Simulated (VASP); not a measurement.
## W: single point with PBEsol

The system is W.

```
W
1.0
     2.84663    0.00000    0.00000
     0.00000    4.92788    0.00000
     0.00000    0.00000    4.98849
W
4
Direct
  0.79317 0.56316 0.25000
  0.20683 0.06316 0.25000
  0.20683 0.43684 0.75000
  0.79317 0.93684 0.75000
```

```yaml
Program: VASP 6.6.1
Task: single point
Functional: PBEsol
Potentials_or_basis: VASP PAW PBE potentials, release 64 (W_sv)
Cutoff: 520 eV
k_mesh: 8 × 5 × 5
Occupations: fermi-dirac, width 0.1 eV
Spin: no spin polarisation
```

The pressure is -19.4 GPa and the largest force is 0.131 eV/Å. The band gap on the k mesh is zero (band 28 reaches 10.52 eV, above the bottom of band 29 at 9.32 eV).

Forces in eV/Å, atoms in the order of the input:
```
W    0.117 -0.060  0.000
W   -0.117 -0.060  0.000
W   -0.117  0.060  0.000
W    0.117  0.060  0.000
```

Stress tensor (GPa, compression positive):
```
-20.44   0.00   0.00
  0.00 -19.29   0.00
  0.00   0.00 -18.35
```

Levels at points of the mesh, in eV from the Fermi level:
```tsv
k point	band 26	band 27	band 28	band 29	band 30	band 31
(0.00, 0.00, 0.00)	-0.34	-0.32	-0.30	-0.29	-0.16	0.54
(0.50, 0.00, 0.00)	-1.63	-1.19	-1.02	0.13	0.19	0.53
```

Wall time 3.4 min on 1 thread of AMD EPYC 7R13 (shared host), peak memory 0.2 GiB.

Caveat: the PAW data sets were made with another functional, which shifts forces and pressure a little; spin-orbit coupling is left out, which moves the levels of the heavy elements.
